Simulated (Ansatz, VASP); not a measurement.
**Pt in VASP and in Ansatz**

POSCAR

```
Pt
1.0
   -1.5224017996      1.5224017996      1.6165709830
    1.5224017996     -1.5224017996      1.6165709830
    1.5224017996      1.5224017996     -1.6165709830
Pt
1
Direct
    0.0000000000      0.0000000000      0.0000000000
```

File INCAR.step1:

```
SYSTEM = Pt
  PREC = Accurate
  ENCUT = 520
  ISMEAR = 0
  SIGMA = 0.15
  LREAL = .FALSE.
  LASPH = .TRUE.
  NELM = 100
  NBANDS = 11
  GGA = PE
  ALGO = Normal
  EDIFF = 1E-4
  LWAVE = .TRUE.
  LCHARG = .FALSE.
```

File INCAR.step2:

```
SYSTEM = Pt
  PREC = Accurate
  ENCUT = 520
  EDIFF = 1E-6
  ISMEAR = 0
  SIGMA = 0.15
  LREAL = .FALSE.
  LASPH = .TRUE.
  NELM = 100
  ALGO = Normal
  ISIF = 2
  LWAVE = .FALSE.
  LCHARG = .TRUE.
  METAGGA = R2SCAN
  LMIXTAU = .TRUE.
  LELF = .TRUE.
  LVHAR = .TRUE.
  NBANDS = 11
  ISTART = 1
```

Contents of KPOINTS:

```
regular mesh
0
G
  26 26 26
  0 0 0
```

Input for Ansatz:

```yaml
crystal:
  lattice:
    - [-1.5224017996, 1.5224017996, 1.616570983]
    - [1.5224017996, -1.5224017996, 1.616570983]
    - [1.5224017996, 1.5224017996, -1.616570983]
  atoms:
    - { symbol: Pt, position: [0.0, 0.0, 0.0] }
basis:
  ecutwfc: 500
kpoints:
  mp_grid: { grid: [26, 26, 26] }
hamiltonian:
  xc: r2scan
scf:
  occupations: { method: gaussian, width: 0.15 }
output:
  forces: true
  stress: true
  eigenvalues: true
```

Change from the starting cell: strain -0.030 along x and y, +0.030 along z, atoms carried along.

Alike in both runs: task single point; functional r2SCAN; k mesh 26 × 26 × 26; occupations gaussian, width 0.15 eV; no spin polarisation.

|  | VASP | Ansatz |
| --- | --- | --- |
| version | VASP 6.6.1 | Ansatz 0.2.0 |
| potentials or method | VASP PAW PBE potentials, release 64 (Pt), cutoff 520 eV | scalar-relativistic, plane waves, PAW |
| valence electrons in the cell | 10 | 18 |

|  | VASP | Ansatz | Ansatz less VASP |
| --- | --- | --- | --- |
| gap on the k mesh at the Fermi level (eV) | none | none | - |
| pressure (GPa) | 9.7 | 8.8 | -0.82 |
| traceless stress, the component that is largest in VASP (GPa) | 3.20 | 3.16 | -0.035 |

VASP's potentials were made for PBE, not for r2SCAN. A gap of «none» marks a metal or a gap that the smearing closes. VASP's potentials hold 10 valence electrons a cell and Ansatz's 18, so a difference there can come from the potentials and not from the codes.

Spin-orbit coupling is off throughout.
